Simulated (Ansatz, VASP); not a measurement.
## ZrB2 in VASP and in Ansatz

```
CELL_PARAMETERS angstrom
-2.54958 2.54958 2.48480
2.54958 -2.54958 2.48480
2.54958 2.54958 -2.48480
ATOMIC_POSITIONS crystal
Zr 0.14653 0.14653 0.00000
Zr 0.89653 0.39653 0.50000
B 0.45833 0.62500 0.83333
B 0.79167 0.62500 0.16667
B 0.37500 0.70833 0.33333
B 0.37500 0.04167 0.66667
```

Alike in both runs: task relaxation of cell and atoms; functional PBE; k mesh 6 × 6 × 6; occupations gaussian, width 0.1 eV; no spin polarisation.

```csv
,VASP,Ansatz
version,VASP 6.6.1,Ansatz 0.2.0
potentials or method,"VASP PAW PBE potentials, release 64 (Zr_sv, B), cutoff 600 eV","scalar-relativistic, plane waves, PAW"
valence electrons in the cell,36,36
```

Ansatz gave:

| Item | Value |
| --- | --- |
| gap on the k mesh at the Fermi level, each at its own relaxed structure (eV) | none |
| relaxed volume (Å³/atom) | 10.59 |
| relaxed cell length with the largest relative difference (Å) | 4.473 |

Which values does VASP return?

gap on the k mesh at the Fermi level, each at its own relaxed structure (eV): none; relaxed volume (Å³/atom): 10.61; relaxed cell length with the largest relative difference (Å): 4.475.

A gap of «none» marks a metal or a gap that the smearing closes.
